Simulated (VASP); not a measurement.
Set up this calculation in VASP 6.6.1, as the native input.

| Quantity | Value |
| --- | --- |
| Task | single point |
| Functional | PBEsol |
| Potentials or basis | VASP PAW PBE potentials, release 64 (Pd) |
| Cutoff | 520 eV |
| k mesh | 12 × 12 × 12 |
| Occupations | fermi-dirac, width 0.1 eV |
| Spin | no spin polarisation |
| Dipole correction | no |
| Further INCAR settings | ALGO = Normal; EDIFF = 1e-07; NBANDS = 11 |

The structure of Pd lies in POSCAR:

```
Pd
1.0
    0.0000000000      1.9846763588      1.9846763588
    1.9846763588      0.0000000000      1.9846763588
    1.9846763588      1.9846763588      0.0000000000
Pd
1
Direct
    0.0000000000      0.0000000000      0.0000000000
```

The input as run:

INCAR

```
ALGO = Normal
EDIFF = 1E-7
ENCUT = 520
GGA = PS
ISIF = 2
ISMEAR = -1
LASPH = T
LCHARG = F
LREAL = F
LWAVE = F
NBANDS = 11
NELM = 60
PREC = Accurate
SIGMA = 0.1
```

KPOINTS

```
k-points
0
Gamma
  12 12 12
```

Potentials or basis: VASP PAW PBE potentials, release 64 (Pd).

The run is started by

```bash
$ cat potpaw_PBE.64/Pd/POTCAR > POTCAR
$ mpirun -np 1 vasp_std > vasp.out
```

Results of the run:

```json
{
 "Pressure": "-12.1 GPa",
 "Band gap on the k mesh": "zero (band 5 reaches 8.92 eV, above the bottom of band 6 at 7.49 eV)"
}
```

Caveat: the PAW data sets were made with another functional, which shifts forces and pressure a little.

Wall time 10 s on 1 thread of Intel(R) Xeon(R) Platinum 8259CL CPU @ 2.50GHz (Skylake/Cascade Lake), on a shared host, peak memory 0.14 GiB.
